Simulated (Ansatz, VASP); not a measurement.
# WAu in VASP and in Ansatz

The input INCAR:

```
PREC = Accurate
ENCUT = 600
EDIFF = 1E-6
ISMEAR = -1
SIGMA = 0.05
LREAL = False
LASPH = True
NELM = 80
ALGO = Fast
ISIF = 3
LWAVE = False
LCHARG = False
GGA = PE
IVDW = 13
IBRION = 2
NSW = 60
EDIFFG = -0.01
```

KPOINTS

```
regular mesh
0
Gamma
  8 8 8
```

File POSCAR:

```
WAu
1.0
    0.0000000000      2.7479792600      2.7479792600
    2.7479792600      0.0000000000      2.7479792600
    2.7479792600      2.7479792600      0.0000000000
W Au
1 1
Direct
    0.0000000000      0.0000000000      0.0000000000
    0.7500000000      0.7500000000      0.7500000000
```

Contents of input.yaml:

```yaml
crystal:
  lattice:
    - [0.0, 2.74797926, 2.74797926]
    - [2.74797926, 0.0, 2.74797926]
    - [2.74797926, 2.74797926, 0.0]
  atoms:
    - { symbol: W, position: [0.0, 0.0, 0.0] }
    - { symbol: Au, position: [0.75, 0.75, 0.75] }
hamiltonian:
  xc: pbe
  pseudopotentials: { kind: paw }
  dispersion: d4
kpoints:
  mp_grid: { grid: [8, 8, 8] }
scf:
  occupations: { method: fermi_dirac, width: 0.05 }
output:
  forces: true
  stress: true
  eigenvalues: true
relax:
  f_tol: 0.01
  max_steps: 40
  cell: { stress_tol: 0.05 }
```

Alike in both runs: task relaxation of cell and atoms; functional PBE; dispersion D4; k mesh 8 × 8 × 8; occupations fermi-dirac, width 0.05 eV; no spin polarisation.

|  | VASP | Ansatz |
| --- | --- | --- |
| version | VASP 6.6.1 | Ansatz 0.2.0 |
| potentials or method | VASP PAW PBE potentials, release 64 (W_sv, Au) | Ansatz PAW |
| plane-wave cutoff (eV) | 600 | 420 |
| valence electrons in the cell | 25 | 33 |

Ansatz gave:

| Item | Value |
| --- | --- |
| gap on the k mesh at the Fermi level, each at its own relaxed structure (eV) | none |
| relaxed volume (Å³/atom) | 23.96 |
| relaxed cell length with the largest relative difference (Å) | 4.077 |

**Question.** Which values does VASP return?

**Answer.** gap on the k mesh at the Fermi level, each at its own relaxed structure (eV): none; relaxed volume (Å³/atom): 23.98; relaxed cell length with the largest relative difference (Å): 4.078.

A gap of «none» marks a metal or a gap that the smearing closes. VASP's potentials hold 25 valence electrons a cell and Ansatz's 33, so a difference there can come from the potentials and not from the codes.

Spin-orbit coupling is off throughout. Noted on VASP's run: the volume moved by over 15 % at a fixed basis, so the end points are rough. Noted on Ansatz's run: the volume moved by over 15 % at a fixed basis, so the end points are rough; the plane-wave basis is chosen anew once the cell has moved, so the energies of steps on either side of that aren't comparable.
